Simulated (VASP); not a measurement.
# Rb2Tl4SnHg (I-42m) in VASP: further runs, part 2 of 2

VASP 6.6.1. The steps go on from the part before.

**3. Relaxation of cell and atoms, PBE**

This run uses another cell than the first one, of 33.06 Å³/atom.

The input, INCAR:

```
  PREC = Accurate
  ENCUT = 600
  EDIFF = 1E-6
  ISMEAR = -1
  SIGMA = 0.1
  LREAL = F
  LASPH = T
  NELM = 100
  ALGO = Normal
  ISIF = 3
  LWAVE = F
  LCHARG = F
  GGA = PE
  IBRION = 2
  NSW = 60
  EDIFFG = -0.01
```

The input, KPOINTS:

```
regular mesh
0
Gamma
  3 3 3
```

The input, POSCAR:

```
Rb2Tl4SnHg
1.0
   -4.2876170000      4.2876170000      3.5964920000
    4.2876170000     -4.2876170000      3.5964920000
    4.2876170000      4.2876170000     -3.5964920000
Hg Tl Sn Rb
1 4 1 2
Direct
    0.0000000000      0.0000000000      0.0000000000
    0.4297000000      0.4297000000      0.3422000000
    0.5703000000      0.9125000000      0.0000000000
    0.0875000000      0.0875000000      0.6578000000
    0.9125000000      0.5703000000      0.0000000000
    0.5000000000      0.5000000000      0.0000000000
    0.0000000000      0.5000000000      0.5000000000
    0.5000000000      0.0000000000      0.5000000000
```

Potentials or basis: VASP PAW PBE potentials, release 64 (Hg, Tl_d, Sn_d, Rb_sv).

Run with:

```console
> cat potpaw_PBE.64/Hg/POTCAR potpaw_PBE.64/Tl_d/POTCAR potpaw_PBE.64/Sn_d/POTCAR potpaw_PBE.64/Rb_sv/POTCAR > POTCAR
> mpirun -np 1 vasp_std > vasp.out
```

OUTCAR:

```text
PREC = Accurate
   ENCUT = 600
   EDIFF = 1E-6
   ISMEAR = -1
   LREAL = F
   LASPH = T
   NELM = 100
   ISIF = 3
   GGA = PE
   IBRION = 2
   NSW = 60
   EDIFFG = -0.01

 ion  position               nearest neighbor table
   1  0.000  0.000  0.000-   3 2.79   5 2.79   4 2.79   2 2.79   6 3.60   6 3.60   8 4.29   7 4.29
                             8 4.29   7 4.29
   2  0.430  0.430  0.342-   6 2.71   1 2.79   7 3.62   8 3.62   7 3.68   8 3.68   4 4.07   4 4.07

   3  0.570  0.913  0.000-   6 2.71   1 2.79   8 3.62   7 3.62   8 3.68   7 3.68   5 4.07   5 4.07

   4  0.087  0.087  0.658-   6 2.71   1 2.79   7 3.62   8 3.62   7 3.68   8 3.68   2 4.07   2 4.07

   5  0.913  0.570  0.000-   6 2.71   1 2.79   7 3.62   8 3.62   7 3.68   8 3.68   3 4.07   3 4.07

   6  0.500  0.500  0.000-   2 2.71   3 2.71   4 2.71   5 2.71   1 3.60   1 3.60   8 4.29   8 4.29
                             7 4.29   7 4.29
   7  0.000  0.500  0.500-   8 3.60   8 3.60   5 3.62   4 3.62   3 3.62   2 3.62   4 3.68   3 3.68
[... 674 lines left out ...]
--------------------------------------- Ionic step       28  -------------------------------------------

 number of electron      96.0000003 magnetization

------------------------ aborting loop because EDIFF is reached ----------------------------------------
[... 79 lines left out ...]
--------------------------------------- Ionic step       30  -------------------------------------------

 number of electron      95.9999997 magnetization

 Free energy of the ion-electron system (eV)
  ---------------------------------------------------
  ext. energy  EPLUGINS =         0.00000000
  ---------------------------------------------------
  free energy    TOTEN  =       -15.07589927 eV

  energy without entropy =      -14.89152192  energy(sigma->0) =      -14.98371059

 E-fermi :   3.1985     XC(G=0):  -8.5727

 val. band max:        3.0796891428   @ k =  -0.3333   0.3333   0.0000
 cond. band min:       3.2004838957   @ k =   0.0000   0.0000   0.0000
 fundamental gap:      0.1207947529
 Fermi energy:         3.1984551823

 k-point     1 :       0.0000    0.0000    0.0000
  band No.  band energies     occupation
      1     -24.2781      2.00000
      2     -24.2757      2.00000
      3     -17.6353      2.00000
      4     -17.6281      2.00000
      5     -17.6281      2.00000
      6     -17.6155      2.00000
[... 384 lines left out ...]
  FREE ENERGIE OF THE ION-ELECTRON SYSTEM (eV)
  ---------------------------------------------------
  free  energy   TOTEN  =       -15.0758992670 eV

  energy  without entropy=      -14.8915219214  energy(sigma->0) =      -14.98371059

 reached required accuracy - stopping structural energy minimisation
```

OSZICAR:

```text
N       E                     dE             d eps       ncg     rms          rms(c)
DAV:   1     0.910611249750E+03    0.91061E+03   -0.49976E+04   684   0.190E+03
DAV:   2     0.891416527565E+02   -0.82147E+03   -0.79126E+03   700   0.474E+02
DAV:   3    -0.654361090072E+01   -0.95685E+02   -0.92430E+02   753   0.141E+02
[... 309 lines left out ...]
DAV:   4    -0.150758898055E+02    0.46497E-03   -0.16525E-03   837   0.198E-01    0.495E-02
DAV:   5    -0.150758911729E+02   -0.13675E-05   -0.18769E-04   788   0.716E-02    0.287E-02
DAV:   6    -0.150758974577E+02   -0.62848E-05   -0.21578E-05   774   0.225E-02    0.987E-03
DAV:   7    -0.150758993107E+02   -0.18530E-05   -0.27143E-06   574   0.990E-03    0.221E-03
DAV:   8    -0.150758992670E+02    0.43785E-07   -0.37789E-07   351   0.333E-03
  30 F= -.15075899E+02 E0= -.14983711E+02  d E =-.428171E-03
```

It took 26 min on 1 thread of Intel Xeon 6975P-C (Granite Rapids), shared host; peak memory 0.56 GiB.

What came out:

```
Free energy                           : -15.0759 eV
Relaxed volume                        : 37.46 Å³/atom
Relaxed cell                          : a = 7.505 Å, b = 7.505 Å, c = 7.505 Å, α = 119.83°, β = 119.83°, γ = 90.30°
Space group after relaxing (to 0.1 Å) : I-42m (No. 121)
Energy gained by relaxing             : 303.2 meV/atom
Ionic steps                           : 30
Pressure after relaxing               : 0.0 GPa
Largest force after relaxing          : 0.006 eV/Å
Band gap on the k mesh                : zero (bands 48 and 49 overlap by 0.21 eV)
```

Forces in eV/Å, atoms in the order of the input:
```
Hg   0.000  0.000  0.000
Tl   0.004  0.004  0.000
Tl   0.004 -0.004  0.000
Tl  -0.004 -0.004  0.000
Tl  -0.004  0.004  0.000
Sn   0.000  0.000  0.000
Rb   0.000  0.000  0.000
Rb   0.000  0.000  0.000
```

The path:
```tsv
step	energy change (eV)	largest force (eV/Å)	pressure (GPa)	volume (Å³)
1	0.0000	1.8117	7.62	264.47
2	-1.6400	0.1686	0.20	329.23
3	-1.6484	0.0616	-0.27	338.51
4	-1.6493	0.0842	-0.16	336.33
5	-1.6727	0.0745	-0.13	334.68
6	-1.7407	0.0453	-0.07	329.49
7	-1.8863	0.0141	0.04	318.18
8	-2.1970	0.0559	0.47	292.26
9	-1.1448	0.0555	6.35	230.80
10	-2.2435	0.0400	0.84	283.26
11	-2.2379	0.0663	1.41	271.54
12	-2.2622	0.0905	1.22	272.76
13	-2.2924	0.1441	0.79	276.08
14	-2.3051	0.1466	0.65	278.26
15	-2.3303	0.1531	0.26	284.80
16	-2.3324	0.1629	-0.34	298.01
17	-2.3386	0.1592	-0.07	291.86
18	-2.3435	0.1542	-0.07	291.97
19	-2.3572	0.1399	-0.03	292.32
20	-2.3803	0.1086	0.05	293.00
21	-2.4027	0.0930	0.28	294.37
22	-2.4114	0.0841	0.13	297.44
23	-2.4179	0.0637	-0.15	303.98
24	-2.4180	0.0658	-0.12	303.34
25	-2.4206	0.0579	-0.08	302.46
26	-2.4232	0.0428	0.03	300.08
27	-2.4233	0.0436	0.02	300.30
28	-2.4241	0.0320	0.00	300.54
29	-2.4250	0.0032	-0.06	301.18
30	-2.4255	0.0059	0.02	299.65
```

Final structure:
```xyz
8
Lattice="-3.7621 3.7621 5.2928 3.7621 -3.7621 5.2928 3.7621 3.7621 -5.2928" Properties=species:S:1:pos:R:3 pbc="T T T"
Hg   -3.7621    3.7621    5.2928
Tl    1.2535    1.2535    2.7151
Tl    1.2535   -1.2535    7.8705
Tl    2.5086    2.5086   -2.5777
Tl   -1.2535    1.2535    7.8705
Sn    0.0000    0.0000    5.2928
Rb    0.0000    3.7621    5.2928
Rb    0.0000    3.7621    0.0000
```

Levels at points of the mesh, in eV from the Fermi level:
```
           k point  band 45  band 46  band 47  band 48  band 49  band 50  band 51  band 52
(0.00, 0.00, 0.00)    -1.28    -0.92    -0.92    -0.72    -0.17     0.00     0.00     1.58
```

Caveat: the k points lie up to 0.34 Å⁻¹ apart in the final cell; spin-orbit coupling is left out, which moves the levels of the heavy elements.

The gap in the log of VASP goes by the Fermi energy; the results here count the filled bands.